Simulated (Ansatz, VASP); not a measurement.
Two plane-wave programs on C

File INCAR:

```
PREC = Accurate ; ENCUT = 600
EDIFF = 1E-6 ; ISMEAR = 0
SIGMA = 0.15 ; LREAL = False
LASPH = True ; NELM = 120
ALGO = Normal ; ISIF = 2
LWAVE = False ; LCHARG = True
GGA = PS ; IVDW = 12
LELF = True ; LVHAR = True
NBANDS = 16 ; GGA_COMPAT = False
```

KPOINTS

```
regular mesh
0
Gamma
  18 12 10
```

POSCAR

```
C
1.0
   -2.4576582504      0.0000000000      0.0000000000
    0.0000000000      0.0000000000     -3.5294825081
    0.0000000000     -4.2567889574      0.0000000000
C
4
Direct
    0.5000000000      0.0000000000      0.1737142324
    0.0000000000      0.0000000000      0.6455239695
    0.0000000000      0.0000000000      0.3262857676
    0.5000000000      0.0000000000      0.8544760305
```

Input for Ansatz:

```yaml
crystal:
  lattice:
    - [-2.4576582504, 0.0, 0.0]
    - [0.0, 0.0, -3.5294825081]
    - [0.0, -4.2567889574, 0.0]
  atoms:
    - { symbol: C, position: [0.5, 0.0, 0.1737142324] }
    - { symbol: C, position: [0.0, 0.0, 0.6455239695] }
    - { symbol: C, position: [0.0, 0.0, 0.3262857676] }
    - { symbol: C, position: [0.5, 0.0, 0.8544760305] }
basis:
  ecutwfc: 520.0
kpoints:
  mp_grid: { grid: [18, 12, 10] }
hamiltonian:
  xc: pbesol
  pseudopotentials: { kind: paw, azcp: { folder: soft_1 } }
  dispersion: d3bj
scf:
  occupations: { method: gaussian, width: 0.15 }
output:
  forces: true
  stress: true
  eigenvalues: true
```

Change from the starting cell: mode 8 frozen in at -0.060 Å and mode 12 at +0.030 Å (largest displacements).

Alike in both runs: task single point; functional PBEsol; dispersion D3(BJ); k mesh 18 × 12 × 10; occupations gaussian, width 0.15 eV; no spin polarisation.

|  | VASP | Ansatz |
| --- | --- | --- |
| version | VASP 6.6.1 | Ansatz 0.2.0 |
| potentials or method | VASP PAW PBE potentials, release 64 (C), cutoff 600 eV | scalar-relativistic, plane waves, PAW |
| valence electrons in the cell | 16 | 16 |

Ansatz gave:

- gap on the k mesh at the Fermi level (eV): none
- pressure (GPa): 4.3
- traceless stress, the component that is largest in VASP (GPa): 5.37
- rms of the force components (eV/Å): 3.220

Question: Which values does VASP return?

Answer: gap on the k mesh at the Fermi level (eV): none; pressure (GPa): 4.6; traceless stress, the component that is largest in VASP (GPa): 5.78; rms of the force components (eV/Å): 3.230.

VASP's potentials were made for PBE, not for PBEsol, and Ansatz warns of the same on its side. Atom by atom the forces differ by 0.013 eV/Å (rms over components). A gap of «none» marks a metal or a gap that the smearing closes.
